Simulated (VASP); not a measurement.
Set up this calculation in VASP 6.6.1, as the native input.

```
Task                   : single point
Functional             : r2SCAN
Potentials or basis    : VASP PAW PBE potentials, release 64 (Lu, Cd)
Cutoff                 : 520 eV
k mesh                 : 6 × 6 × 6
Occupations            : fermi-dirac, width 0.15 eV
Spin                   : no spin polarisation
Dipole correction      : no
Further INCAR settings : ALGO = Normal; EDIFF = 1e-06; NBANDS = 26
```

The system is LuCd.

```xyz
2
Lattice="3.6410 0.0000 0.0000 0.0000 3.6410 0.0000 0.0000 0.0000 3.6410" Properties=species:S:1:pos:R:3 pbc="T T T"
Lu    1.8205    1.8205    1.8205
Cd    0.0000    0.0364    0.0000
```

The input as run:

POSCAR

```
LuCd
1.0
    3.6409900000      0.0000000000      0.0000000000
    0.0000000000      3.6409900000      0.0000000000
    0.0000000000      0.0000000000      3.6409900000
Lu Cd
1 1
Direct
    0.5000000000      0.5000000000      0.5000000000
    0.0000000000      0.0100000000      0.0000000000
```

INCAR.step1

```
ALGO = Normal
EDIFF = 1E-4
ENCUT = 520
GGA = PE
ISMEAR = -1
LASPH = T
LCHARG = F
LREAL = F
LWAVE = T
NBANDS = 26
NELM = 100
PREC = Accurate
SIGMA = 0.15
```

INCAR.step2

```
ALGO = Normal
EDIFF = 1E-6
ENCUT = 520
ISIF = 2
ISMEAR = -1
ISTART = 1
LASPH = T
LCHARG = F
LMIXTAU = T
LREAL = F
LWAVE = F
METAGGA = R2SCAN
NBANDS = 26
NELM = 100
PREC = Accurate
SIGMA = 0.15
```

KPOINTS

```
k-points
0
Gamma
  6 6 6
```

Potentials or basis: VASP PAW PBE potentials, release 64 (Lu, Cd).

Run with:

```bash
$ cat potpaw_PBE.64/Lu/POTCAR potpaw_PBE.64/Cd/POTCAR > POTCAR
$ cp INCAR.step1 INCAR
$ mpirun -np 1 vasp_std > vasp.out
$ cp INCAR.step2 INCAR
$ mpirun -np 1 vasp_std > vasp.out
```

Results of the run:

```json
{"Pressure": "0.5 GPa", "Largest force": "0.125 eV/Å"}
```

Caveat: the PAW data sets were made with another functional, which shifts forces and pressure a little.

Wall time 59 s on 1 thread of Intel(R) Xeon(R) 6975P-C (Granite Rapids) (shared host), peak memory 0.21 GiB.
